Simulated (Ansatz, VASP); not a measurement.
# Two plane-wave programs on Lu

```
Lu
1.0
     0.00000    2.43046    2.43046
     2.43046    0.00000    2.43046
     2.43046    2.43046    0.00000
Lu
1
Direct
  0.00000 0.00000 0.00000
```

Alike in both runs: functional PBE; k mesh 15 × 15 × 15; occupations fermi-dirac, width 0.05 eV; non-collinear spin, spin-orbit coupling.

Ansatz relaxed the structure, and its values are those at the end. VASP's run is a single point on that final structure, the one shown.

```csv
,VASP,Ansatz
version,VASP 6.6.1,Ansatz 0.2.0
potentials or method,"VASP PAW PBE potentials, release 64 (Lu)","PAW with Ansatz's default frozen-core files, fully relativistic files with spin-orbit coupling"
plane-wave cutoff (eV),520,420
valence electrons in the cell,25,25
```

```csv
,VASP,Ansatz,Ansatz less VASP
pressure (GPa),0.0,0.0,-0.04
```
